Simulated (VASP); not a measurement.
Set up this calculation in VASP 6.6.1, as the native input.

```
Task                   : relaxation of cell and atoms
Functional             : PBE
Potentials or basis    : VASP PAW PBE potentials, release 64 (Mg, Br)
Cutoff                 : 600 eV
k mesh                 : 12 × 12 × 4
Occupations            : gaussian, width 0.1 eV
Spin                   : no spin polarisation
Dipole correction      : no
Further INCAR settings : ALGO = Normal; EDIFF = 1e-07; IBRION = 2; EDIFFG = -0.01; NSW = 100; ISIF = 3
```

The structure of Mg2Br3 lies in POSCAR:

```
Mg2Br3
1.0
    4.1367059640      0.0000000000      0.0000000000
   -2.0683529820      3.5824924529      0.0000000000
    0.0000000000      0.0000000000     10.1999848014
Mg Br
2 3
Direct
    0.3333333333      0.6666666667      0.1746829468
    0.6666666667      0.3333333333      0.8253170532
    0.0000000000      0.0000000000      0.0000000000
    0.3333333333      0.6666666667      0.6927577882
    0.6666666667      0.3333333333      0.3072422118
```

The input as run:

INCAR

```
  ALGO = Normal
  EDIFF = 1E-7
  EDIFFG = -0.01
  ENCUT = 600
  GGA = PE
  IBRION = 2
  ISIF = 3
  ISMEAR = 0
  LASPH = T
  LCHARG = F
  LREAL = F
  LWAVE = F
  NELM = 100
  NSW = 100
  PREC = Accurate
  SIGMA = 0.1
```

KPOINTS

```
k-points
0
Gamma
  12 12 4
```

Potentials or basis: VASP PAW PBE potentials, release 64 (Mg, Br).

Run with:

```bash
$ cat potpaw_PBE.64/Mg/POTCAR potpaw_PBE.64/Br/POTCAR > POTCAR
$ mpirun -np 1 vasp_std > vasp.out
```

It gave:

```
Relaxed volume                        : 30.17 Å³/atom
Relaxed cell                          : a = 4.111 Å, b = 4.111 Å, c = 10.304 Å, α = 90.00°, β = 90.00°, γ = 120.00°
Space group after relaxing (to 0.1 Å) : P-3m1 (No. 164)
Energy gained by relaxing             : 0.4 meV/atom
Ionic steps                           : 5
Pressure after relaxing               : 0.0 GPa
Largest force after relaxing          : 0.008 eV/Å
Band gap on the k mesh                : zero (an odd number of electrons rules out a gap without spin polarisation)
```

Caveat: this functional lacks dispersion, which binds layers or chains, so the pressure and a relaxed spacing across them are unreliable; an odd number of electrons without spin polarisation forces a metal; a magnetic or distorted state may lie lower.

It took 8 min on 1 thread of AMD EPYC 9R45 96-Core Processor (Zen 5) (shared host), peak memory 0.44 GiB.
